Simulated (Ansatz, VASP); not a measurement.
**One calculation of PbS, two programs**

Contents of INCAR:

```
PREC     = Accurate       # precision mode
ENCUT    = 520            # plane-wave cutoff, eV
EDIFF    = 1E-7           # SCF threshold, eV
ISMEAR   = 0              # smearing method
SIGMA    = 0.019000000000000003 # smearing width, eV
LREAL    = False          # projectors in reciprocal space
LASPH    = True           # aspherical terms in the spheres
NELM     = 80             # most SCF steps
ALGO     = Normal         # electronic algorithm
ISIF     = 2              # what is computed and relaxed
LWAVE    = False          # write WAVECAR
LCHARG   = False          # write CHGCAR
GGA      = PE             # functional
NBANDS   = 17             # bands
```

File KPOINTS:

```
regular mesh
0
Gamma
  8 8 7
```

POSCAR

```
PbS
1.0
    4.0896976867      0.0000000000      0.0000000000
   -2.0448488433      3.5417820905      0.0000000000
    0.0000000000      0.0000000000      3.7881670000
Pb S
1 1
Direct
    0.0000000000      0.0000000000      0.0000000000
    0.6666666667      0.3333333333      0.5000000000
```

Contents of input.yaml:

```yaml
crystal:
  lattice:
    - [4.0896976867, 0.0, 0.0]
    - [-2.0448488433, 3.5417820905, 0.0]
    - [0.0, 0.0, 3.788167]
  atoms:
    - { symbol: Pb, position: [0.0, 0.0, 0.0] }
    - { symbol: S, position: [0.6666666667, 0.3333333333, 0.5] }
hamiltonian:
  xc: pbe
  pseudopotentials: { kind: paw }
kpoints:
  mp_grid: { grid: [8, 8, 7] }
scf:
  occupations: { method: gaussian, width: 0.019 }
output:
  forces: true
  stress: true
  eigenvalues: true
  write_density: true
  write_potential: true
  elf: true
  volumetric_format: npy
```

Alike in both runs: task single point; functional PBE; k mesh 8 × 8 × 7; occupations gaussian, width 0.019 eV; no spin polarisation.

|  | VASP | Ansatz |
| --- | --- | --- |
| version | VASP 6.6.1 | Ansatz 0.2.0 |
| potentials or method | VASP PAW PBE potentials, release 64 (Pb_d, S) | Ansatz PAW |
| plane-wave cutoff (eV) | 520 | 420 |
| valence electrons in the cell | 20 | 20 |

VASP gave:

- gap on the k mesh at the Fermi level (eV): 0.21
- least direct gap on the mesh (eV): 1.65
- pressure (GPa): 0.0

**Question.** What did Ansatz give for the same quantities?

**Answer.** gap on the k mesh at the Fermi level (eV): 0.21; least direct gap on the mesh (eV): 1.64; pressure (GPa): 0.1.

Spin-orbit coupling is off throughout. Noted on Ansatz's run: odd divisions of the mesh miss points on the zone boundary, where band edges often lie, so the gap on the mesh can be too wide.
